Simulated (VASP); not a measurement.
# Ti (P6_3/mmc) in VASP: notebook

Ti is run at these levels: PBEsol+D4, PBEsol, PBEsol+D3(BJ); tasks: single point.

All numbers are computed with VASP 6.6.1; they aren't measurements. Logs are shortened: lines on timing, memory, paths and dates and some standing lists are left out, and cuts for length are marked.

## Step 1: The cell of the first run

The structure is hexagonal, space group P6_3/mmc (No. 194). Conventional cell: a = 2.895 Å, b = 2.895 Å, c = 4.565 Å, α = 90.00°, β = 90.00°, γ = 120.00°. Within 3.7 Å of Ti (site symmetry -6m2) lie 12 Ti at 2.83 to 2.90 Å.

## Step 2: Single point, PBEsol+D4

File INCAR:

```
ALGO = Normal
EDIFF = 1E-6
ENCUT = 520
GGA = PS
ISIF = 2
ISMEAR = -1
IVDW = 13
LASPH = True
LCHARG = True
LELF = True
LREAL = False
LVHAR = True
LWAVE = False
NBANDS = 19
NELM = 60
PREC = Accurate
SIGMA = 0.05
```

File KPOINTS:

```
k-points
0
Gamma
  10 10 6
```

File POSCAR:

```
Ti
1.0
    2.8950772332      0.0000000000      0.0000000000
   -1.4475386166      2.5072104299      0.0000000000
    0.0000000000      0.0000000000      4.5651115518
Ti
2
Direct
    0.6666666667      0.3333333333      0.7500000000
    0.3333333333      0.6666666667      0.2500000000
```

Potentials or basis: VASP PAW PBE potentials, release 64 (Ti_sv).

Command:

```sh
cat potpaw_PBE.64/Ti_sv/POTCAR > POTCAR
mpirun -np 1 vasp_std > vasp.out
```

OUTCAR:

```text
EDIFF = 1E-6
   ENCUT = 520
   GGA = PS
   ISIF = 2
   ISMEAR = -1
   IVDW = 13
   LASPH = True
   LREAL = False
   NELM = 60
   PREC = Accurate

 ion  position               nearest neighbor table
   1  0.667  0.333  0.750-   2 2.83   2 2.83   2 2.83   2 2.83   2 2.83   2 2.83
   2  0.333  0.667  0.250-   1 2.83   1 2.83   1 2.83   1 2.83   1 2.83   1 2.83

  LATTYP: Found a hexagonal cell.
 ALAT       =     2.8950772332
 C/A-ratio  =     1.5768531145

  Lattice vectors:

 A1 = (   2.8950772332,   0.0000000000,   0.0000000000)
 A2 = (  -1.4475386166,   2.5072104299,   0.0000000000)
 A3 = (   0.0000000000,   0.0000000000,   4.5651115518)

Analysis of symmetry for initial positions (statically):
=====================================================================
 Subroutine PRICEL returns:
 Original cell was already a primitive cell.

 Routine SETGRP: Setting up the symmetry group for a
 hexagonal supercell.

 Subroutine GETGRP returns: Found 24 space group operations
 (whereof 12 operations were pure point group operations)
 out of a pool of 24 trial point group operations.

The static configuration has the point symmetry D_3d.
 The point group associated with its full space group is D_6h.

Analysis of symmetry for dynamics (positions and initial velocities):
=====================================================================
 Subroutine PRICEL returns:
 Original cell was already a primitive cell.

 Routine SETGRP: Setting up the symmetry group for a
 hexagonal supercell.

 Subroutine GETGRP returns: Found 24 space group operations
 (whereof 12 operations were pure point group operations)
 out of a pool of 24 trial point group operations.

The dynamic configuration has the point symmetry D_3d.
 The point group associated with its full space group is D_6h.

 Subroutine INISYM returns: Found 24 space group operations
 (whereof 12 operations are pure point group operations),
 and found     1 'primitive' translations

----------------------------------------------------------------------------------------

                                     Primitive cell

  volume of cell :      33.1362

  direct lattice vectors                    reciprocal lattice vectors
     2.895077233  0.000000000  0.000000000     0.345413928  0.199424825  0.000000000
    -1.447538617  2.507210430  0.000000000     0.000000000  0.398849649  0.000000000
     0.000000000  0.000000000  4.565111552     0.000000000  0.000000000  0.219052698

  length of vectors
     2.895077233  2.895077233  4.565111552     0.398849649  0.398849649  0.219052698

  position of ions in fractional coordinates (direct lattice)
     0.666666667  0.333333333  0.750000000
     0.333333333  0.666666667  0.250000000

  ion indices of the primitive-cell ions
   primitive index   ion index
                 1           1
                 2           2

----------------------------------------------------------------------------------------

 KPOINTS: k-points

Automatic generation of k-mesh.
 Grid dimensions read from file:
 generate k-points for:   10   10    6

 Generating k-lattice:

  Cartesian coordinates                     Fractional coordinates (reciprocal lattice)
     0.034541393  0.019942482  0.000000000     0.100000000  0.000000000  0.000000000
     0.000000000  0.039884965  0.000000000     0.000000000  0.100000000  0.000000000
     0.000000000  0.000000000  0.036508783     0.000000000  0.000000000  0.166666667

  Length of vectors
     0.039884965  0.039884965  0.036508783

  Shift w.r.t. Gamma in fractional coordinates (k-lattice)
     0.000000000  0.000000000  0.000000000

 Subroutine IBZKPT returns following result:
 ===========================================

 Found     56 irreducible k-points:

 Following reciprocal coordinates:
            Coordinates               Weight
  0.000000  0.000000  0.000000      1.000000
  0.100000 -0.000000  0.000000      6.000000
  0.200000 -0.000000  0.000000      6.000000
  0.300000  0.000000  0.000000      6.000000
  0.400000  0.000000  0.000000      6.000000
  0.500000  0.000000  0.000000      3.000000
[... 16 lines left out ...]
  0.300000  0.100000  0.166667     24.000000
  0.400000  0.100000  0.166667     24.000000
 [... further k-points ...]
   k-points           NKPTS =     56   k-points in BZ     NKDIM =     56   number of bands    NBANDS=     19
   number of dos      NEDOS =    301   number of ions     NIONS =      2
   total plane-waves  NPLWV =  20736
   dimension x,y,z NGX =    24 NGY =   24 NGZ =   36
   dimension x,y,z NGXF=    48 NGYF=   48 NGZF=   72
   ions per type =               2
   NGX,Y,Z   is equivalent  to a cutoff of  13.78, 13.78, 13.11 a.u.
   NGXF,Y,Z  is equivalent  to a cutoff of  27.56, 27.56, 26.22 a.u.
 SYSTEM =  unknown system
   PREC   = accura    normal or accurate (medium, high low for compatibility)
   ISTART =      0    job   : 0-new  1-cont  2-samecut
   ICHARG =      2    charge: 1-file 2-atom 10-const
   ISPIN  =      1    spin polarized calculation?
   LNONCOLLINEAR =      F non collinear calculations
   LSORBIT =      F    spin-orbit coupling
   LASPH  =      T    aspherical Exc in radial PAW
   ENCUT  =  520.0 eV  38.22 Ry    6.18 a.u.   5.38  5.38  8.49*2*pi/ulx,y,z
   NELM   =     60;   NELMIN=  2; NELMDL= -5     # of ELM steps
   EDIFF  = 0.1E-05   stopping-criterion for ELM
   LREAL  =      F    real-space projection
   EDIFFG = 0.1E-04   stopping-criterion for IOM
   NSW    =      0    number of steps for IOM
   IBRION =     -1    ionic relax: 0-MD 1-quasi-New 2-CG
   NFREE  =      0    steps in history (QN), initial steepest desc. (CG)
   ISIF   =      2    stress and relaxation
   ISYM   =      2    0-nonsym 1-usesym 2-fastsym
   POTIM  = 0.5000    time-step for ionic-motion
   TEBEG  =    0.0;   TEEND  =   0.0 temperature during run
   PSTRESS=    0.0 pullay stress
   NELECT =      24.0000    total number of electrons
   NUPDOWN=      -1.0000    fix difference up-down
   EMIN   =  10.00;   EMAX   =-10.00  energy-range for DOS
   EFERMI =   0.00;   METHOD = LEGACY
   ISMEAR =    -1;   SIGMA  =   0.05  broadening in eV -4-tet -1-fermi 0-gaus
   EFERMI_NEDOS =   21; number of points for ismear=-14 and -15
   IALGO  =     38    algorithm
   IMIX   =      4    mixing-type and parameters
     AMIX     =   0.40;   BMIX     =  1.00
     AMIX_MAG =   1.60;   BMIX_MAG =  1.00
  volume/ion in A,a.u.               =      16.57       111.81
  Fermi-wavevector in a.u.,A,eV,Ry     =   1.470205  2.778284 29.409017  2.161502
  Thomas-Fermi vector in A             =   2.585490
   LORBIT       =      0    0 simple, 1 ext, 2 COOP (PROOUT), +10 PAW based schemes
   GGA     = PS    functional components
   LHFCALC =     F    Hartree Fock is set to
   AEXX    =    0.0000 exact exchange contribution
   IVDW    =    13    specifies the selected vdW correction
   LEPSILON=     F    determine dielectric tensor
   LRPA    =     F    only Hartree local field effects (RPA)
 non-spin polarized calculation
  energy-cutoff  :      520.00
  volume of cell :       33.14
 maximum number of plane-waves:       917
 NGX is ok and might be reduce to    24
   NGX = 11   NGY = 11   NGZ = 17

 number of electron      23.9999998 magnetization

 Free energy of the ion-electron system (eV)
  ---------------------------------------------------
  ext. energy  EPLUGINS =         0.00000000
  ---------------------------------------------------
  free energy    TOTEN  =       -16.68463084 eV

  energy without entropy =      -16.66565848  energy(sigma->0) =      -16.67514466

 E-fermi :   8.7075     XC(G=0): -11.8624

 val. band max:        8.6919113460   @ k =   0.3000   0.2000   0.5000
 cond. band min:       8.7396851704   @ k =   0.3000   0.2000   0.3333
 fundamental gap:      0.0477738245
 Fermi energy:         8.7075363733

 k-point     1 :       0.0000    0.0000    0.0000
  band No.  band energies     occupation
      1     -47.8352      2.00000
      2     -47.6636      2.00000
      3     -24.5910      2.00000
      4     -23.8349      2.00000
      5     -23.8349      2.00000
      6     -23.7473      2.00000
[... 11 lines left out ...]
     18      10.3941      0.00000
     19      12.0584      0.00000

 k-point     2 :       0.1000   -0.0000    0.0000
  band No.  band energies     occupation
      1     -47.8233      2.00000
      2     -47.6591      2.00000
      3     -24.5652      2.00000
      4     -23.8869      2.00000
      5     -23.8523      2.00000
      6     -23.7686      2.00000
[... 11 lines left out ...]
     18      10.2398      0.00000
     19      12.1457      0.00000

 k-point     3 :       0.2000   -0.0000    0.0000
  band No.  band energies     occupation
      1     -47.7910      2.00000
      2     -47.6481      2.00000
      3     -24.4930      2.00000
      4     -24.0244      2.00000
      5     -23.9057      2.00000
      6     -23.8960      2.00000
[... 11 lines left out ...]
     18      10.7561      0.00000
     19      12.3080      0.00000

 k-point     4 :       0.3000    0.0000    0.0000
  band No.  band energies     occupation
      1     -47.7482      2.00000
      2     -47.6374      2.00000
      3     -24.3898      2.00000
      4     -24.1963      2.00000
      5     -24.0673      2.00000
      6     -23.9472      2.00000
[... 11 lines left out ...]
     18      11.4715      0.00000
     19      12.4363      0.00000

 k-point     5 :       0.4000    0.0000    0.0000
  band No.  band energies     occupation
      1     -47.7085      2.00000
      2     -47.6334      2.00000
      3     -24.3359      2.00000
      4     -24.2826      2.00000
      5     -24.1928      2.00000
      6     -23.9872      2.00000
[... 11 lines left out ...]
     18      12.2882      0.00000
     19      12.5063      0.00000

 k-point     6 :       0.5000    0.0000    0.0000
  band No.  band energies     occupation
      1     -47.6905      2.00000
      2     -47.6348      2.00000
      3     -24.3892      2.00000
      4     -24.2398      2.00000
      5     -24.2274      2.00000
      6     -24.0022      2.00000
[... 11 lines left out ...]
     18      12.5274      0.00000
     19      13.3695      0.00000

 k-point     7 :       0.1000    0.1000    0.0000
  band No.  band energies     occupation
      1     -47.8012      2.00000
      2     -47.6514      2.00000
      3     -24.5162      2.00000
      4     -23.9679      2.00000
      5     -23.9187      2.00000
      6     -23.8329      2.00000
[... 11 lines left out ...]
     18      10.6593      0.00000
     19      12.2395      0.00000

 k-point     8 :       0.2000    0.1000    0.0000
  band No.  band energies     occupation
      1     -47.7635      2.00000
      2     -47.6406      2.00000
      3     -24.4280      2.00000
      4     -24.1097      2.00000
      5     -24.0403      2.00000
      6     -23.9090      2.00000
[... 256 lines left out ...]
 k-point    20 :       0.5000    0.0000    0.1667
  band No.  band energies     occupation
      1     -47.6867      2.00000
      2     -47.6385      2.00000
      3     -24.4404      2.00000
      4     -24.2957      2.00000
      5     -24.1470      2.00000
      6     -23.9886      2.00000
[... 11 lines left out ...]
     18      12.5033      0.00000
     19      13.0619      0.00000

 k-point    21 :       0.1000    0.1000    0.1667
  band No.  band energies     occupation
      1     -47.7913      2.00000
      2     -47.6615      2.00000
      3     -24.4765      2.00000
      4     -23.9527      2.00000
      5     -23.9377      2.00000
      6     -23.8668      2.00000
[... 11 lines left out ...]
     18      10.7749      0.00000
     19      12.2067      0.00000

 k-point    22 :       0.2000    0.1000    0.1667
  band No.  band energies     occupation
      1     -47.7553      2.00000
      2     -47.6489      2.00000
      3     -24.4140      2.00000
      4     -24.0965      2.00000
      5     -24.0526      2.00000
      6     -23.9245      2.00000
[... 11 lines left out ...]
     18      11.3336      0.00000
     19      12.2933      0.00000

 k-point    23 :       0.3000    0.1000    0.1667
  band No.  band energies     occupation
      1     -47.7158      2.00000
      2     -47.6397      2.00000
      3     -24.3778      2.00000
      4     -24.2242      2.00000
      5     -24.1401      2.00000
      6     -23.9820      2.00000
[... 11 lines left out ...]
     18      11.9433      0.00000
     19      12.5156      0.00000

 k-point    24 :       0.4000    0.1000    0.1667
  band No.  band energies     occupation
      1     -47.6869      2.00000
      2     -47.6383      2.00000
      3     -24.4131      2.00000
      4     -24.2763      2.00000
      5     -24.1501      2.00000
      6     -24.0074      2.00000
[... 11 lines left out ...]
     18      12.3568      0.00000
     19      13.1280      0.00000

 [... further k-points ...]

------------------------ aborting loop because EDIFF is reached ----------------------------------------

  DFT-D4 for vdW energy calculation

  Edisp (eV):   -0.24577

  FORCE on cell =-STRESS in cart. coord.  units (eV):
  Direction    XX          YY          ZZ          XY          YZ          ZX
  --------------------------------------------------------------------------------------
  -------------------------------------------------------------------------------------
  Total      -0.05674    -0.05674    -0.05662     0.00000     0.00000     0.00000
  in kB      -2.74327    -2.74327    -2.73752     0.00000     0.00000     0.00000
  external pressure =       -2.74 kB  Pullay stress =        0.00 kB

 VOLUME and BASIS-vectors are now :
 -----------------------------------------------------------------------------
  energy-cutoff  :      520.00
  volume of cell :       33.14
      direct lattice vectors                 reciprocal lattice vectors
     2.895077233  0.000000000  0.000000000     0.345413928  0.199424825  0.000000000
    -1.447538617  2.507210430  0.000000000     0.000000000  0.398849649  0.000000000
     0.000000000  0.000000000  4.565111552     0.000000000  0.000000000  0.219052698

 POSITION                                       TOTAL-FORCE (eV/Angst)
 -----------------------------------------------------------------------------------
      1.44754      0.83574      3.42383        -0.000000     -0.000000      0.000000
     -0.00000      1.67147      1.14128         0.000000      0.000000      0.000000
 -----------------------------------------------------------------------------------
    total drift:                               -0.000000      0.000000     -0.000000

  FREE ENERGIE OF THE ION-ELECTRON SYSTEM (eV)
  ---------------------------------------------------
  free  energy   TOTEN  =       -16.9304052545 eV

  energy  without entropy=      -16.9114328959  energy(sigma->0) =      -16.92091908
```

Run time: 34 s. Hardware: 1 thread of Intel Xeon 8259CL, shared host; peak memory 0.17 GiB.

Results:

| Property | Result |
| --- | --- |
| Free energy | -16.9304 eV |
| Pressure | -0.3 GPa |
| Band gap on the k mesh | zero (bands 12 and 13 overlap by 0.99 eV) |
| Dispersion energy per atom | -0.123 eV |

Levels at points of the mesh, in eV from the Fermi level:
```csv
k point,band 8,band 9,band 10,band 11,band 12,band 13,band 14,band 15,band 16,band 17
"(0.00, 0.00, 0.00)",-32.42,-6.31,-2.80,0.80,0.80,0.96,0.97,1.35,1.35,1.69
"(0.50, 0.00, 0.00)",-32.50,-2.41,-2.30,-1.96,-0.58,0.46,0.69,1.28,3.55,3.81
"(0.00, 0.00, 0.50)",-32.48,-4.38,-4.38,0.11,0.11,0.69,0.69,0.69,0.69,2.98
"(0.50, 0.00, 0.50)",-32.61,-2.67,-2.67,-0.85,-0.85,1.47,1.47,1.81,1.81,3.71
```

Caveat: the PAW data sets were made with another functional, which shifts forces and pressure a little.

(Continued in part 2 of 2.)

The gap in the log of VASP goes by the Fermi energy; the results here count the filled bands.